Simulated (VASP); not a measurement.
# Nb (P6_3/mmc) in VASP: further runs

The runs below take Nb through single point, with RPBE.

Program: VASP 6.6.1. These are calculated values, not measurements. Logs are shortened: lines on timing, memory, paths and dates and some standing lists are left out, and cuts for length are marked.

## Step 1: The cell of the first run

Symmetry: P6_3/mmc, No. 194, hexagonal system. Conventional cell: a = 2.808 Å, b = 2.808 Å, c = 5.127 Å, α = 90.00°, β = 90.00°, γ = 120.00°. Within 3.7 Å of Nb (site symmetry -6m2) lie 12 Nb at 2.81 to 3.03 Å.

## Step 2: Single point, RPBE (volume scaled by 0.92)

File INCAR:

```
  PREC = Accurate
  ENCUT = 520
  EDIFF = 1E-7
  ISMEAR = -1
  SIGMA = 0.1
  LREAL = F
  LASPH = T
  NELM = 80
  ALGO = Normal
  ISIF = 2
  LWAVE = F
  LCHARG = F
  GGA = RP
  NBANDS = 20
```

File KPOINTS:

```
Automatic mesh
0
Gamma
  14 14 7
```

File POSCAR:

```
Nb
1.0
    2.8079932053      0.0000000000      0.0000000000
   -1.4039966027      2.4317934495      0.0000000000
    0.0000000000      0.0000000000      5.1266237326
Nb
2
Direct
    0.3333333333      0.6666666667      0.2500000000
    0.6666666667      0.3333333333      0.7500000000
```

Potentials or basis: VASP PAW PBE potentials, release 64 (Nb_sv).

Command:

```console
> cat potpaw_PBE.64/Nb_sv/POTCAR > POTCAR
> mpirun -np 1 vasp_std > vasp.out
```

OUTCAR:

```text
PREC = Accurate
   ENCUT = 520
   EDIFF = 1E-7
   ISMEAR = -1
   LREAL = F
   LASPH = T
   NELM = 80
   ISIF = 2
   GGA = RP

 ion  position               nearest neighbor table
   1  0.333  0.667  0.250-   2 3.03   2 3.03   2 3.03   2 3.03   2 3.03   2 3.03
   2  0.667  0.333  0.750-   1 3.03   1 3.03   1 3.03   1 3.03   1 3.03   1 3.03

  LATTYP: Found a hexagonal cell.
 ALAT       =     2.8079932053
 C/A-ratio  =     1.8257251203

  Lattice vectors:

 A1 = (   2.8079932053,   0.0000000000,   0.0000000000)
 A2 = (  -1.4039966027,   2.4317934495,   0.0000000000)
 A3 = (   0.0000000000,   0.0000000000,   5.1266237326)

Analysis of symmetry for initial positions (statically):
=====================================================================
 Subroutine PRICEL returns:
 Original cell was already a primitive cell.

 Routine SETGRP: Setting up the symmetry group for a
 hexagonal supercell.

 Subroutine GETGRP returns: Found 24 space group operations
 (whereof 12 operations were pure point group operations)
 out of a pool of 24 trial point group operations.

The static configuration has the point symmetry D_3d.
 The point group associated with its full space group is D_6h.

Analysis of symmetry for dynamics (positions and initial velocities):
=====================================================================
 Subroutine PRICEL returns:
 Original cell was already a primitive cell.

 Routine SETGRP: Setting up the symmetry group for a
 hexagonal supercell.

 Subroutine GETGRP returns: Found 24 space group operations
 (whereof 12 operations were pure point group operations)
 out of a pool of 24 trial point group operations.

The dynamic configuration has the point symmetry D_3d.
 The point group associated with its full space group is D_6h.

 Subroutine INISYM returns: Found 24 space group operations
 (whereof 12 operations are pure point group operations),
 and found     1 'primitive' translations

----------------------------------------------------------------------------------------

                                     Primitive cell

  volume of cell :      35.0069

  direct lattice vectors                    reciprocal lattice vectors
     2.807993205  0.000000000  0.000000000     0.356126218  0.205609568  0.000000000
    -1.403996603  2.431793450  0.000000000     0.000000000  0.411219135  0.000000000
     0.000000000  0.000000000  5.126623733     0.000000000  0.000000000  0.195060151

  length of vectors
     2.807993205  2.807993205  5.126623733     0.411219136  0.411219135  0.195060151

  position of ions in fractional coordinates (direct lattice)
     0.333333333  0.666666667  0.250000000
     0.666666667  0.333333333  0.750000000

  ion indices of the primitive-cell ions
   primitive index   ion index
                 1           1
                 2           2

----------------------------------------------------------------------------------------

 KPOINTS: Automatic mesh

Automatic generation of k-mesh.
 Grid dimensions read from file:
 generate k-points for:   14   14    7

 Generating k-lattice:

  Cartesian coordinates                     Fractional coordinates (reciprocal lattice)
     0.025437587  0.014686398  0.000000000     0.071428571  0.000000000  0.000000000
     0.000000000  0.029372795  0.000000000     0.000000000  0.071428571  0.000000000
     0.000000000  0.000000000  0.027865736     0.000000000  0.000000000  0.142857143

  Length of vectors
     0.029372795  0.029372795  0.027865736

  Shift w.r.t. Gamma in fractional coordinates (k-lattice)
     0.000000000  0.000000000  0.000000000

 Subroutine IBZKPT returns following result:
 ===========================================

 Found     96 irreducible k-points:

 Following reciprocal coordinates:
            Coordinates               Weight
  0.000000  0.000000  0.000000      1.000000
  0.071429  0.000000  0.000000      6.000000
  0.142857 -0.000000  0.000000      6.000000
  0.214286  0.000000  0.000000      6.000000
  0.285714  0.000000  0.000000      6.000000
  0.357143  0.000000  0.000000      6.000000
[... 16 lines left out ...]
  0.285714  0.285714  0.000000      6.000000
  0.357143  0.285714  0.000000      6.000000
 [... further k-points ...]
   k-points           NKPTS =     96   k-points in BZ     NKDIM =     96   number of bands    NBANDS=     20
   number of dos      NEDOS =    301   number of ions     NIONS =      2
   total plane-waves  NPLWV =  23040
   dimension x,y,z NGX =    24 NGY =   24 NGZ =   40
   dimension x,y,z NGXF=    48 NGYF=   48 NGZF=   80
   ions per type =               2
   NGX,Y,Z   is equivalent  to a cutoff of  14.21, 14.21, 12.97 a.u.
   NGXF,Y,Z  is equivalent  to a cutoff of  28.42, 28.42, 25.94 a.u.
 SYSTEM =  unknown system
   PREC   = accura    normal or accurate (medium, high low for compatibility)
   ISTART =      0    job   : 0-new  1-cont  2-samecut
   ICHARG =      2    charge: 1-file 2-atom 10-const
   ISPIN  =      1    spin polarized calculation?
   LNONCOLLINEAR =      F non collinear calculations
   LSORBIT =      F    spin-orbit coupling
   LASPH  =      T    aspherical Exc in radial PAW
   ENCUT  =  520.0 eV  38.22 Ry    6.18 a.u.   5.22  5.22  9.53*2*pi/ulx,y,z
   NELM   =     80;   NELMIN=  2; NELMDL= -5     # of ELM steps
   EDIFF  = 0.1E-06   stopping-criterion for ELM
   LREAL  =      F    real-space projection
   EDIFFG = 0.1E-05   stopping-criterion for IOM
   NSW    =      0    number of steps for IOM
   IBRION =     -1    ionic relax: 0-MD 1-quasi-New 2-CG
   NFREE  =      0    steps in history (QN), initial steepest desc. (CG)
   ISIF   =      2    stress and relaxation
   ISYM   =      2    0-nonsym 1-usesym 2-fastsym
   POTIM  = 0.5000    time-step for ionic-motion
   TEBEG  =    0.0;   TEEND  =   0.0 temperature during run
   PSTRESS=    0.0 pullay stress
   NELECT =      26.0000    total number of electrons
   NUPDOWN=      -1.0000    fix difference up-down
   EMIN   =  10.00;   EMAX   =-10.00  energy-range for DOS
   EFERMI =   0.00;   METHOD = LEGACY
   ISMEAR =    -1;   SIGMA  =   0.10  broadening in eV -4-tet -1-fermi 0-gaus
   EFERMI_NEDOS =   21; number of points for ismear=-14 and -15
   IALGO  =     38    algorithm
   IMIX   =      4    mixing-type and parameters
     AMIX     =   0.40;   BMIX     =  1.00
     AMIX_MAG =   1.60;   BMIX_MAG =  1.00
  volume/ion in A,a.u.               =      17.50       118.12
  Fermi-wavevector in a.u.,A,eV,Ry     =   1.482568  2.801647 29.905703  2.198007
  Thomas-Fermi vector in A             =   2.596338
   LORBIT       =      0    0 simple, 1 ext, 2 COOP (PROOUT), +10 PAW based schemes
   GGA     = RP    functional components
   LHFCALC =     F    Hartree Fock is set to
   AEXX    =    0.0000 exact exchange contribution
   IVDW    =     0    specifies the selected vdW correction
   LEPSILON=     F    determine dielectric tensor
   LRPA    =     F    only Hartree local field effects (RPA)
 non-spin polarized calculation
  energy-cutoff  :      520.00
  volume of cell :       35.01
 maximum number of plane-waves:       958
 NGX is ok and might be reduce to    24
   NGX = 11   NGY = 11   NGZ = 19

 number of electron      26.0000000 magnetization

 Free energy of the ion-electron system (eV)
  ---------------------------------------------------
  ext. energy  EPLUGINS =         0.00000000
  ---------------------------------------------------
  free energy    TOTEN  =       -18.74645203 eV

  energy without entropy =      -18.66118007  energy(sigma->0) =      -18.70381605

 E-fermi :  12.0421     XC(G=0): -12.5672

 val. band max:       12.0203164073   @ k =   0.2143   0.2143   0.0000
 cond. band min:      12.0534574072   @ k =   0.0714   0.0714   0.4286
 fundamental gap:      0.0331409998
 Fermi energy:        12.0420723273

 k-point     1 :       0.0000    0.0000    0.0000
  band No.  band energies     occupation
      1     -42.6735      2.00000
      2     -42.5113      2.00000
      3     -19.2596      2.00000
      4     -18.1225      2.00000
      5     -17.8710      2.00000
      6     -17.8710      2.00000
[... 12 lines left out ...]
     19      16.6216      0.00000
     20      16.6216      0.00000

 k-point     2 :       0.0714    0.0000    0.0000
  band No.  band energies     occupation
      1     -42.6593      2.00000
      2     -42.5006      2.00000
      3     -19.2352      2.00000
      4     -18.1231      2.00000
      5     -17.9532      2.00000
      6     -17.8926      2.00000
[... 12 lines left out ...]
     19      16.6861      0.00000
     20      17.1480      0.00000

 k-point     3 :       0.1429   -0.0000    0.0000
  band No.  band energies     occupation
      1     -42.6190      2.00000
      2     -42.4706      2.00000
      3     -19.1651      2.00000
      4     -18.1813      2.00000
      5     -18.1265      2.00000
      6     -18.0809      2.00000
[... 12 lines left out ...]
     19      16.8026      0.00000
     20      18.2486      0.00000

 k-point     4 :       0.2143    0.0000    0.0000
  band No.  band energies     occupation
      1     -42.5595      2.00000
      2     -42.4275      2.00000
      3     -19.0577      2.00000
      4     -18.5045      2.00000
      5     -18.3961      2.00000
      6     -18.1369      2.00000
[... 12 lines left out ...]
     19      16.8782      0.00000
     20      19.4938      0.00000

 k-point     5 :       0.2857    0.0000    0.0000
  band No.  band energies     occupation
      1     -42.4911      2.00000
      2     -42.3808      2.00000
      3     -18.9264      2.00000
      4     -18.8543      2.00000
      5     -18.7311      2.00000
      6     -18.1593      2.00000
[... 12 lines left out ...]
     19      16.8942      0.00000
     20      20.6884      0.00000

 k-point     6 :       0.3571    0.0000    0.0000
  band No.  band energies     occupation
      1     -42.4263      2.00000
      2     -42.3407      2.00000
      3     -19.1611      2.00000
      4     -19.0219      2.00000
      5     -18.7899      2.00000
      6     -18.2003      2.00000
[... 12 lines left out ...]
     19      16.8731      0.00000
     20      21.1464      0.00000

 k-point     7 :       0.4286    0.0000    0.0000
  band No.  band energies     occupation
      1     -42.3782      2.00000
      2     -42.3154      2.00000
      3     -19.3690      2.00000
      4     -19.2179      2.00000
      5     -18.6746      2.00000
      6     -18.2531      2.00000
[... 12 lines left out ...]
     19      17.6968      0.00000
     20      20.7447      0.00000
[... 277 lines left out ...]
 k-point    20 :       0.2143    0.2143    0.0000
  band No.  band energies     occupation
      1     -42.4093      2.00000
      2     -42.3305      2.00000
      3     -19.0224      2.00000
      4     -18.9807      2.00000
      5     -18.7530      2.00000
      6     -18.3766      2.00000
[... 12 lines left out ...]
     19      18.1048      0.00000
     20      22.0089      0.00000

 k-point    21 :       0.2857    0.2143    0.0000
  band No.  band energies     occupation
      1     -42.3611      2.00000
      2     -42.3069      2.00000
      3     -19.1579      2.00000
      4     -19.0640      2.00000
      5     -18.6335      2.00000
      6     -18.5342      2.00000
[... 12 lines left out ...]
     19      19.4310      0.00000
     20      22.5636      0.00000

 k-point    22 :       0.3571    0.2143    0.0000
  band No.  band energies     occupation
      1     -42.3307      2.00000
      2     -42.2972      2.00000
      3     -19.2314      2.00000
      4     -19.0916      2.00000
      5     -18.6399      2.00000
      6     -18.5423      2.00000
[... 12 lines left out ...]
     19      20.2283      0.00000
     20      21.5285      0.00000

 k-point    23 :       0.2857    0.2857    0.0000
  band No.  band energies     occupation
      1     -42.3260      2.00000
      2     -42.2960      2.00000
      3     -19.1357      2.00000
      4     -19.0333      2.00000
      5     -18.7270      2.00000
      6     -18.5967      2.00000
[... 12 lines left out ...]
     19      20.3505      0.00000
     20      21.4849      0.00000

 k-point    24 :       0.3571    0.2857    0.0000
  band No.  band energies     occupation
      1     -42.3094      2.00000
      2     -42.2963      2.00000
      3     -19.1061      2.00000
      4     -18.9665      2.00000
      5     -18.8479      2.00000
      6     -18.6934      2.00000
[... 12 lines left out ...]
     19      20.6901      0.00000
     20      21.0769      0.00000

 [... further k-points ...]
[... 5 lines left out ...]
  --------------------------------------------------------------------------------------
  -------------------------------------------------------------------------------------
  Total        3.2234888      3.2234888      3.0452988     -0.0000000      0.0000000     -0.0000000
  in kB      147.5307580    147.5307580    139.3754587     -0.0000000      0.0000000     -0.0000000
  external PRESSURE =     144.8123249 kB  Pullay stress =       0.0000000 kB

 VOLUME and BASIS-vectors are now :
 -----------------------------------------------------------------------------
  energy-cutoff  :      520.00
  volume of cell :       35.01
      direct lattice vectors                 reciprocal lattice vectors
     2.807993205  0.000000000  0.000000000     0.356126218  0.205609568  0.000000000
    -1.403996603  2.431793450  0.000000000     0.000000000  0.411219135  0.000000000
     0.000000000  0.000000000  5.126623733     0.000000000  0.000000000  0.195060151

 POSITION                                       TOTAL-FORCE (eV/Angst)
 -----------------------------------------------------------------------------------
     -0.00000      1.62120      1.28166         0.000000     -0.000000      0.000000
      1.40400      0.81060      3.84497        -0.000000      0.000000      0.000000
 -----------------------------------------------------------------------------------
    total drift:                               -0.000000      0.000000     -0.000000

  FREE ENERGIE OF THE ION-ELECTRON SYSTEM (eV)
  ---------------------------------------------------
  free  energy   TOTEN  =       -18.7464520289 eV

  energy  without entropy=      -18.6611800733  energy(sigma->0) =      -18.70381605
```

Run time: 38 s. Hardware: 1 thread of Intel Xeon 6975P-C (Granite Rapids), shared host; peak memory 0.19 GiB.

What came out:

```
Free energy            : -18.7465 eV
Pressure               : 14.5 GPa
Band gap on the k mesh : zero (band 13 reaches 13.78 eV, above the bottom of band 14 at 11.37 eV)
```

Stress tensor (GPa, compression positive):
```
14.75  0.00  0.00
 0.00 14.75  0.00
 0.00  0.00 13.94
```

Levels at points of the mesh, in eV from the Fermi level:
| k point | band 11 | band 12 | band 13 | band 14 | band 15 | band 16 |
| --- | --- | --- | --- | --- | --- | --- |
| (0.00, 0.00, 0.00) | -1.10 | 0.29 | 0.29 | 0.62 | 0.77 | 0.77 |
| (0.50, 0.00, 0.00) | -3.50 | -0.59 | 0.39 | 0.41 | 0.72 | 4.79 |

Caveat: the PAW data sets were made with another functional, which shifts forces and pressure a little.

## Step 3: Single point, RPBE (volume scaled by 0.96)

File INCAR:

```
SYSTEM = Nb
PREC     = Accurate       ! precision mode
ENCUT    = 520            ! plane-wave cutoff, eV
EDIFF    = 1E-7           ! SCF threshold, eV
ISMEAR   = -1             ! smearing method
SIGMA    = 0.1            ! smearing width, eV
LREAL    = .FALSE.        ! projectors in reciprocal space
LASPH    = .TRUE.         ! aspherical terms in the spheres
NELM     = 100            ! most SCF steps
ALGO     = Normal         ! electronic algorithm
ISIF     = 2              ! what is computed and relaxed
LWAVE    = .FALSE.        ! write WAVECAR
LCHARG   = .FALSE.        ! write CHGCAR
GGA      = RP             ! functional
NBANDS   = 20             ! bands
```

File KPOINTS:

```
Automatic mesh
0
G
  14 14 7
  0 0 0
```

File POSCAR:

```
Nb
1.0
    2.8481128144      0.0000000000      0.0000000000
   -1.4240564072      2.4665380501      0.0000000000
    0.0000000000      0.0000000000      5.1998711106
Nb
2
Direct
    0.3333333333      0.6666666667      0.2500000000
    0.6666666667      0.3333333333      0.7500000000
```

Potentials or basis: VASP PAW PBE potentials, release 64 (Nb_sv).

Command:

```console
> cat potpaw_PBE.64/Nb_sv/POTCAR > POTCAR
> mpirun -np 1 vasp_std > vasp.out
```

Wall time 32 s (1 thread of Intel Xeon 6975P-C (Granite Rapids), shared host); peak memory 0.19 GiB.

Results (log left out):

```
Free energy            : -18.8452 eV
Pressure               : 6.3 GPa
Band gap on the k mesh : zero (band 13 reaches 13.04 eV, above the bottom of band 14 at 10.82 eV)
```

Stress tensor (GPa, compression positive):
```
6.42 0.00 0.00
0.00 6.42 0.00
0.00 0.00 6.14
```

Levels at points of the mesh, in eV from the Fermi level:
```
           k point  band 10  band 11  band 12  band 13  band 14  band 15  band 16  band 17
(0.00, 0.00, 0.00)    -3.95    -1.01     0.31     0.31     0.48     0.77     0.77     2.62
(0.50, 0.00, 0.00)    -3.36    -3.34    -0.54     0.30     0.39     0.73     4.55     5.59
```

Caveat: the PAW data sets were made with another functional, which shifts forces and pressure a little.
